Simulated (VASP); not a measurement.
# AgCl (I4mm) in VASP: notebook

AgCl is run at these levels: LDA; tasks: single point.

Program: VASP 6.6.1. These are calculated values, not measurements. Logs are shortened: lines on timing, memory, paths and dates and some standing lists are left out, and cuts for length are marked.

## 1. The cell of the first run

It takes space group I4mm (No. 107, tetragonal). The conventional cell has a = 3.922 Å, b = 3.922 Å, c = 5.546 Å, α = 90.00°, β = 90.00°, γ = 90.00°. Ag (site symmetry 4mm) has 6 Cl at 2.67 to 2.87 Å within 3.5 Å. Cl (site symmetry 4mm) has 6 Ag at 2.67 to 2.87 Å within 3.5 Å.

## 2. Single point, LDA

Contents of INCAR:

```
PREC = Accurate
ENCUT = 520
EDIFF = 1E-6
ISMEAR = 0
SIGMA = 0.05
LREAL = F
LASPH = T
NELM = 60
ALGO = Normal
ISIF = 2
LWAVE = F
LCHARG = F
NBANDS = 16
```

Contents of KPOINTS:

```
Automatic mesh
0
Gamma
  8 8 8
```

Contents of POSCAR:

```
AgCl
1.0
    0.0000000000      2.7731500000      2.7731500000
    2.7731500000      0.0000000000      2.7731500000
    2.7731500000      2.7731500000      0.0000000000
Ag Cl
1 1
Direct
    0.5180300380      0.5180300380      0.4819699620
    0.0000000000      0.0000000000      0.0000000000
```

Potentials or basis: VASP PAW LDA potentials, release 64 (Ag, Cl).

Launch:

```console
cat potpaw_LDA.64/Ag/POTCAR potpaw_LDA.64/Cl/POTCAR > POTCAR
mpirun -np 1 vasp_std > vasp.out
```

OUTCAR:

```text
PREC = Accurate
   ENCUT = 520
   EDIFF = 1E-6
   ISMEAR = 0
   LREAL = F
   LASPH = T
   NELM = 60
   ISIF = 2

 ion  position               nearest neighbor table
   1  0.518  0.518  0.482-   2 2.67   2 2.77   2 2.77   2 2.77   2 2.77   2 2.87
   2  0.000  0.000  0.000-   1 2.67   1 2.77   1 2.77   1 2.77   1 2.77   1 2.87

  LATTYP: Found a face centered cubic cell.
 ALAT       =     5.5463000000

  Lattice vectors:

 A1 = (   0.0000000000,   2.7731500000,   2.7731500000)
 A2 = (   2.7731500000,   0.0000000000,   2.7731500000)
 A3 = (   2.7731500000,   2.7731500000,   0.0000000000)

Analysis of symmetry for initial positions (statically):
=====================================================================
 Subroutine PRICEL returns:
 Original cell was already a primitive cell.

 Routine SETGRP: Setting up the symmetry group for a
 face centered cubic supercell.

 Subroutine GETGRP returns: Found  8 space group operations
 (whereof  8 operations were pure point group operations)
 out of a pool of 48 trial point group operations.

The static configuration has the point symmetry C_4v.

Analysis of symmetry for dynamics (positions and initial velocities):
=====================================================================
 Subroutine PRICEL returns:
 Original cell was already a primitive cell.

 Routine SETGRP: Setting up the symmetry group for a
 face centered cubic supercell.

 Subroutine GETGRP returns: Found  8 space group operations
 (whereof  8 operations were pure point group operations)
 out of a pool of 48 trial point group operations.

The dynamic configuration has the point symmetry C_4v.

 Subroutine INISYM returns: Found  8 space group operations
 (whereof  8 operations are pure point group operations),
 and found     1 'primitive' translations

----------------------------------------------------------------------------------------

                                     Primitive cell

  volume of cell :      42.6530

  direct lattice vectors                    reciprocal lattice vectors
     0.000000000  2.773150000  2.773150000    -0.180300380  0.180300380  0.180300380
     2.773150000  0.000000000  2.773150000     0.180300380 -0.180300380  0.180300380
     2.773150000  2.773150000  0.000000000     0.180300380  0.180300380 -0.180300380

  length of vectors
     3.921826340  3.921826340  3.921826340     0.312289420  0.312289420  0.312289420

  position of ions in fractional coordinates (direct lattice)
     0.518030038  0.518030038  0.481969962
     0.000000000  0.000000000  0.000000000

  ion indices of the primitive-cell ions
   primitive index   ion index
                 1           1
                 2           2

----------------------------------------------------------------------------------------

 KPOINTS: Automatic mesh

Automatic generation of k-mesh.
 Grid dimensions read from file:
 generate k-points for:    8    8    8

 Generating k-lattice:

  Cartesian coordinates                     Fractional coordinates (reciprocal lattice)
    -0.022537548  0.022537548  0.022537548     0.125000000  0.000000000  0.000000000
     0.022537548 -0.022537548  0.022537548     0.000000000  0.125000000  0.000000000
     0.022537548  0.022537548 -0.022537548     0.000000000  0.000000000  0.125000000

  Length of vectors
     0.039036177  0.039036177  0.039036177

  Shift w.r.t. Gamma in fractional coordinates (k-lattice)
     0.000000000  0.000000000  0.000000000

 Subroutine IBZKPT returns following result:
 ===========================================

 Found     59 irreducible k-points:

 Following reciprocal coordinates:
            Coordinates               Weight
  0.000000  0.000000  0.000000      1.000000
  0.125000  0.000000  0.000000      8.000000
  0.250000  0.000000  0.000000      8.000000
  0.375000  0.000000  0.000000      8.000000
  0.500000  0.000000  0.000000      4.000000
  0.125000  0.125000  0.000000      2.000000
[... 16 lines left out ...]
  0.000000  0.375000  0.250000     16.000000
  0.500000  0.250000  0.000000      8.000000
 [... further k-points ...]
   k-points           NKPTS =     59   k-points in BZ     NKDIM =     59   number of bands    NBANDS=     16
   number of dos      NEDOS =    301   number of ions     NIONS =      2
   total plane-waves  NPLWV =  27000
   dimension x,y,z NGX =    30 NGY =   30 NGZ =   30
   dimension x,y,z NGXF=    60 NGYF=   60 NGZF=   60
   ions per type =               1   1
   NGX,Y,Z   is equivalent  to a cutoff of  12.72, 12.72, 12.72 a.u.
   NGXF,Y,Z  is equivalent  to a cutoff of  25.43, 25.43, 25.43 a.u.
 SYSTEM =  unknown system
   PREC   = accura    normal or accurate (medium, high low for compatibility)
   ISTART =      0    job   : 0-new  1-cont  2-samecut
   ICHARG =      2    charge: 1-file 2-atom 10-const
   ISPIN  =      1    spin polarized calculation?
   LNONCOLLINEAR =      F non collinear calculations
   LSORBIT =      F    spin-orbit coupling
   LASPH  =      T    aspherical Exc in radial PAW
   ENCUT  =  520.0 eV  38.22 Ry    6.18 a.u.   7.29  7.29  7.29*2*pi/ulx,y,z
   NELM   =     60;   NELMIN=  2; NELMDL= -5     # of ELM steps
   EDIFF  = 0.1E-05   stopping-criterion for ELM
   LREAL  =      F    real-space projection
   EDIFFG = 0.1E-04   stopping-criterion for IOM
   NSW    =      0    number of steps for IOM
   IBRION =     -1    ionic relax: 0-MD 1-quasi-New 2-CG
   NFREE  =      0    steps in history (QN), initial steepest desc. (CG)
   ISIF   =      2    stress and relaxation
   ISYM   =      2    0-nonsym 1-usesym 2-fastsym
   POTIM  = 0.5000    time-step for ionic-motion
   TEBEG  =    0.0;   TEEND  =   0.0 temperature during run
   PSTRESS=    0.0 pullay stress
   NELECT =      18.0000    total number of electrons
   NUPDOWN=      -1.0000    fix difference up-down
   EMIN   =  10.00;   EMAX   =-10.00  energy-range for DOS
   EFERMI =   0.00;   METHOD = LEGACY
   ISMEAR =     0;   SIGMA  =   0.05  broadening in eV -4-tet -1-fermi 0-gaus
   EFERMI_NEDOS =   21; number of points for ismear=-14 and -15
   IALGO  =     38    algorithm
   IMIX   =      4    mixing-type and parameters
     AMIX     =   0.40;   BMIX     =  1.00
     AMIX_MAG =   1.60;   BMIX_MAG =  1.00
  volume/ion in A,a.u.               =      21.33       143.92
  Fermi-wavevector in a.u.,A,eV,Ry     =   1.227955  2.320498 20.515850  1.507872
  Thomas-Fermi vector in A             =   2.362898
   LORBIT       =      0    0 simple, 1 ext, 2 COOP (PROOUT), +10 PAW based schemes
   GGA     = CA    functional components
   LHFCALC =     F    Hartree Fock is set to
   AEXX    =    0.0000 exact exchange contribution
   IVDW    =     0    specifies the selected vdW correction
   LEPSILON=     F    determine dielectric tensor
   LRPA    =     F    only Hartree local field effects (RPA)
 non-spin polarized calculation
 Gauss-broadening in eV      SIGMA  =   0.05
  energy-cutoff  :      520.00
  volume of cell :       42.65
 maximum number of plane-waves:      1174
 NGX is ok and might be reduce to    30
   NGX = 15   NGY = 15   NGZ = 15

 number of electron      18.0000004 magnetization

 Free energy of the ion-electron system (eV)
  ---------------------------------------------------
  ext. energy  EPLUGINS =         0.00000000
  ---------------------------------------------------
  free energy    TOTEN  =        -6.70898971 eV

  energy without entropy =       -6.70898971  energy(sigma->0) =       -6.70898971

 E-fermi :   3.8195     XC(G=0): -10.4381

 val. band max:        3.5673143532   @ k =   0.5000   0.0000   0.0000
 cond. band min:       4.2234452467   @ k =   0.0000   0.0000   0.0000
 fundamental gap:      0.6561308935
 Fermi energy:         3.8194567405

 k-point     1 :       0.0000    0.0000    0.0000
  band No.  band energies     occupation
      1     -11.4749      2.00000
      2       0.7909      2.00000
      3       0.9256      2.00000
      4       0.9256      2.00000
      5       1.0575      2.00000
      6       1.0961      2.00000
[... 8 lines left out ...]
     15      16.4683      0.00000
     16      16.6238      0.00000

 k-point     2 :       0.1250    0.0000    0.0000
  band No.  band energies     occupation
      1     -11.4123      2.00000
      2       0.2278      2.00000
      3       0.4237      2.00000
      4       0.5134      2.00000
      5       1.1042      2.00000
      6       1.1055      2.00000
[... 8 lines left out ...]
     15      15.4931      0.00000
     16      16.0326      0.00000

 k-point     3 :       0.2500    0.0000    0.0000
  band No.  band energies     occupation
      1     -11.2545      2.00000
      2      -0.7008      2.00000
      3      -0.1378      2.00000
      4      -0.1362      2.00000
      5       1.2353      2.00000
      6       1.2357      2.00000
[... 8 lines left out ...]
     15      15.7616      0.00000
     16      15.9665      0.00000

 k-point     4 :       0.3750    0.0000    0.0000
  band No.  band energies     occupation
      1     -11.0861      2.00000
      2      -1.4730      2.00000
      3      -0.5124      2.00000
      4      -0.4987      2.00000
      5       1.3725      2.00000
      6       1.3728      2.00000
[... 8 lines left out ...]
     15      16.6499      0.00000
     16      16.6529      0.00000
[... 324 lines left out ...]
 k-point    22 :       0.3750    0.2500    0.0000
  band No.  band energies     occupation
      1     -11.0999      2.00000
      2      -1.1282      2.00000
      3       0.0255      2.00000
      4       0.1445      2.00000
      5       0.9980      2.00000
      6       1.3926      2.00000
[... 8 lines left out ...]
     15      18.1641      0.00000
     16      19.1343      0.00000

 k-point    23 :       0.0000    0.3750    0.2500
  band No.  band energies     occupation
      1     -11.1002      2.00000
      2      -1.1038      2.00000
      3      -0.0467      2.00000
      4       0.1673      2.00000
      5       0.9968      2.00000
      6       1.3945      2.00000
[... 8 lines left out ...]
     15      18.1566      0.00000
     16      19.1150      0.00000

 k-point    24 :       0.5000    0.2500    0.0000
  band No.  band energies     occupation
      1     -11.0050      2.00000
      2      -1.1502      2.00000
      3      -0.5072      2.00000
      4      -0.2607      2.00000
      5       1.1930      2.00000
      6       1.4815      2.00000
[... 8 lines left out ...]
     15      17.8557      0.00000
     16      18.7396      0.00000

 [... further k-points ...]

------------------------ aborting loop because EDIFF is reached ----------------------------------------

  FORCE on cell =-STRESS in cart. coord.  units (eV):
  Direction    XX          YY          ZZ          XY          YZ          ZX
  --------------------------------------------------------------------------------------
  -------------------------------------------------------------------------------------
  Total       -1.4791771     -1.4791771     -1.3683856      0.0000000      0.0000000      0.0000000
  in kB      -55.5623588    -55.5623588    -51.4006946      0.0000000      0.0000000      0.0000000
  external PRESSURE =     -54.1751374 kB  Pullay stress =       0.0000000 kB

 VOLUME and BASIS-vectors are now :
 -----------------------------------------------------------------------------
  energy-cutoff  :      520.00
  volume of cell :       42.65
      direct lattice vectors                 reciprocal lattice vectors
     0.000000000  2.773150000  2.773150000    -0.180300380  0.180300380  0.180300380
     2.773150000  0.000000000  2.773150000     0.180300380 -0.180300380  0.180300380
     2.773150000  2.773150000  0.000000000     0.180300380  0.180300380 -0.180300380

 POSITION                                       TOTAL-FORCE (eV/Angst)
 -----------------------------------------------------------------------------------
      2.77315      2.77315      2.87315         0.000000      0.000000     -0.065621
      0.00000      0.00000      0.00000         0.000000      0.000000      0.065621
 -----------------------------------------------------------------------------------
    total drift:                               -0.000000     -0.000000     -0.000075

  FREE ENERGIE OF THE ION-ELECTRON SYSTEM (eV)
  ---------------------------------------------------
  free  energy   TOTEN  =        -6.7089897097 eV

  energy  without entropy=       -6.7089897097  energy(sigma->0) =       -6.70898971
```

Wall time 31 s (1 thread of Intel Xeon Platinum 8488C (Sapphire Rapids), shared host); peak memory 0.17 GiB.

What came out:

```yaml
Free_energy: -6.7090 eV
Pressure: -5.4 GPa
Largest_force: 0.066 eV/Å
Band_gap_on_the_k_mesh: 0.66 eV, indirect (least direct gap 2.65 eV)
```

Forces in eV/Å, atoms in the order of the input:
```
Ag   0.000  0.000 -0.066
Cl   0.000  0.000  0.066
```

Caveat: the cell differs from its parent crystal (all Ag atoms moved -0.100 Å, as atom 1 towards its neighbour atom 2 (Cl) at 2.773 Å). A k mesh can miss the band edges.

## 3. Single point, LDA

Contents of INCAR:

```
SYSTEM = AgCl
PREC = Accurate ; ENCUT = 520
EDIFF = 1E-7 ; ISMEAR = 0
SIGMA = 0.05 ; LREAL = .False.
LASPH = .True. ; NELM = 100
ALGO = Normal ; ISIF = 2
LWAVE = .False. ; LCHARG = .False.
GGA = CA ; NBANDS = 16
```

Contents of KPOINTS:

```
Automatic mesh
0
Gamma
  8 8 8
  0 0 0
```

Changes to POSCAR since step 2:

```diff
@@ -8,3 +8,3 @@
 Direct
-    0.5180300380      0.5180300380      0.4819699620
+    0.4864774715      0.4864774715      0.5135225285
     0.0000000000      0.0000000000      0.0000000000
```

Potentials or basis: VASP PAW LDA potentials, release 64 (Ag, Cl).

Launch:

```console
cat potpaw_LDA.64/Ag/POTCAR potpaw_LDA.64/Cl/POTCAR > POTCAR
mpirun -np 1 vasp_std > vasp.out
```

It took 32 s on 1 thread of Intel Xeon Platinum 8488C (Sapphire Rapids), shared host; peak memory 0.17 GiB.

It converged, with:

| Item | Value |
| --- | --- |
| Free energy | -6.7104 eV |
| Pressure | -5.5 GPa |
| Largest force | 0.046 eV/Å |
| Band gap on the k mesh | 0.65 eV, indirect (least direct gap 2.74 eV) |

Forces on the atoms (eV/Å):
```
Ag   0.000  0.000  0.046
Cl   0.000  0.000 -0.046
```

Stress tensor (GPa, compression positive):
```
-5.56  0.00  0.00
 0.00 -5.56  0.00
 0.00  0.00 -5.33
```

Levels at points of the mesh, in eV from the valence-band top:
```tsv
k point	band 7	band 8	band 9	band 10	band 11	band 12
(0.00, 0.00, 0.00)	-2.21	-2.21	-2.09	0.65	10.72	10.72
(0.50, 0.00, 0.00)	-1.82	0.00	0.00	3.98	6.34	7.46
(0.50, 0.50, 0.00)	-2.01	-2.01	-1.94	2.13	7.85	8.41
(0.00, 0.50, 0.50)	-2.01	-2.01	-1.93	2.13	7.83	8.39
```

Caveat: the cell differs from its parent crystal (all Ag atoms moved +0.075 Å, as atom 1 towards its neighbour atom 2 (Cl) at 2.773 Å). A k mesh can miss the band edges.

## 4. Single point, LDA

Contents of INCAR:

```
ALGO = Normal
EDIFF = 1E-6
ENCUT = 520
ISIF = 2
ISMEAR = 0
LASPH = True
LCHARG = False
LREAL = False
LWAVE = False
NBANDS = 16
NELM = 60
PREC = Accurate
SIGMA = 0.05
```

Contents of KPOINTS:

```
k-points
0
Gamma
  8 8 8
```

Changes to POSCAR since step 3:

```diff
@@ -8,3 +8,3 @@
 Direct
-    0.4864774715      0.4864774715      0.5135225285
+    0.5090150190      0.5090150190      0.4909849810
     0.0000000000      0.0000000000      0.0000000000
```

Launch:

```console
cat potpaw_LDA.64/Ag/POTCAR potpaw_LDA.64/Cl/POTCAR > POTCAR
mpirun -np 1 vasp_std > vasp.out
```

It took 29 s on 1 thread of Intel Xeon Platinum 8488C (Sapphire Rapids), shared host; peak memory 0.17 GiB.

It converged, with:

- Free energy: -6.7113 eV
- Pressure: -5.5 GPa
- Largest force: 0.030 eV/Å
- Band gap on the k mesh: 0.65 eV, indirect (least direct gap 2.83 eV)

Forces on the atoms (eV/Å):
```
Ag   0.000  0.000 -0.030
Cl   0.000  0.000  0.030
```

Stress tensor (GPa, compression positive):
```
-5.57  0.00  0.00
 0.00 -5.57  0.00
 0.00  0.00 -5.47
```

Levels at points of the mesh, in eV from the valence-band top:
```tsv
k point	band 6	band 7	band 8	band 9	band 10	band 11	band 12	band 13
(0.00, 0.00, 0.00)	-2.48	-2.26	-2.26	-2.18	0.65	10.73	10.73	10.73
(0.50, 0.00, 0.00)	-2.14	-1.82	0.00	0.00	3.97	6.34	7.45	7.46
(0.50, 0.50, 0.00)	-2.28	-2.02	-2.02	-1.94	2.13	7.85	8.39	11.23
(0.00, 0.50, 0.50)	-2.26	-2.02	-2.02	-1.93	2.13	7.84	8.39	11.24
```

Caveat: the cell differs from its parent crystal (all Ag atoms moved -0.050 Å, as atom 1 towards its neighbour atom 2 (Cl) at 2.773 Å). A k mesh can miss the band edges.
